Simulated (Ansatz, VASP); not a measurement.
**One calculation of MgO, two programs**

Contents of INCAR:

```
SYSTEM = MgO
  ALGO = Normal
  EDIFF = 1E-6
  ENCUT = 600
  GGA = PE
  GGA_COMPAT = .False.
  ISIF = 2
  ISMEAR = -1
  LASPH = .True.
  LCHARG = .False.
  LREAL = .False.
  LWAVE = .False.
  NBANDS = 11
  NELM = 120
  PREC = Accurate
  SIGMA = 0.02
```

KPOINTS

```
k-points
0
Gamma
  10 10 10
  0 0 0
```

File POSCAR:

```
MgO
1.0
    0.0000000000      2.2820056627      2.3961059458
    2.2820056627      0.0000000000      2.3961059458
    2.2820056627      2.2820056627      0.0000000000
Mg O
1 1
Direct
    0.0000000000      0.0000000000      0.0000000000
    0.2500000000      0.2500000000      0.2500000000
```

Input for Ansatz:

```yaml
crystal:
  lattice:
    - [0.0, 2.2820056627, 2.3961059458]
    - [2.2820056627, 0.0, 2.3961059458]
    - [2.2820056627, 2.2820056627, 0.0]
  atoms:
    - { symbol: Mg, position: [0.0, 0.0, 0.0] }
    - { symbol: O, position: [0.25, 0.25, 0.25] }
kpoints:
  mp_grid: { grid: [10, 10, 10] }
  band_path:
    path:
      - [0.0, 0.0, 0.0]
      - [-0.5, -0.5, 0.0]
      - [-0.375, -0.375, 0.25]
      - [-0.375, 0.0, 0.375]
      - [0.0, 0.0, 0.5]
      - [-0.5, -0.25, 0.25]
      - [0.109375, 0.109375, 0.21875]
    npoints: 1
hamiltonian:
  xc: pbe
scf:
  occupations: { method: fermi_dirac, width: 0.02 }
  n_extra_bands: 4
output:
  forces: true
  stress: true
  eigenvalues: true
```

Change from the starting cell: uniaxial_z strain +5.0%.

Alike in both runs: task single point; functional PBE; k mesh 10 × 10 × 10; occupations fermi-dirac, width 0.02 eV; no spin polarisation.

|  | VASP | Ansatz |
| --- | --- | --- |
| version | VASP 6.6.1 | Ansatz 0.2.0 |
| potentials or method | VASP PAW PBE potentials, release 64 (Mg, O) | plane waves, PAW |
| plane-wave cutoff (eV) | 600 | 420 |
| valence electrons in the cell | 8 | 16 |

Ansatz gave:

- gap on the k mesh at the Fermi level (eV): 3.33
- pressure (GPa): -2.0
- traceless stress, the component that is largest in VASP (GPa): -1.77

Question: Estimate VASP's values.

Answer: gap on the k mesh at the Fermi level (eV): 3.31; pressure (GPa): -2.6; traceless stress, the component that is largest in VASP (GPa): -1.79.

VASP's potentials hold 8 valence electrons a cell and Ansatz's 16, so a difference there can come from the potentials and not from the codes.
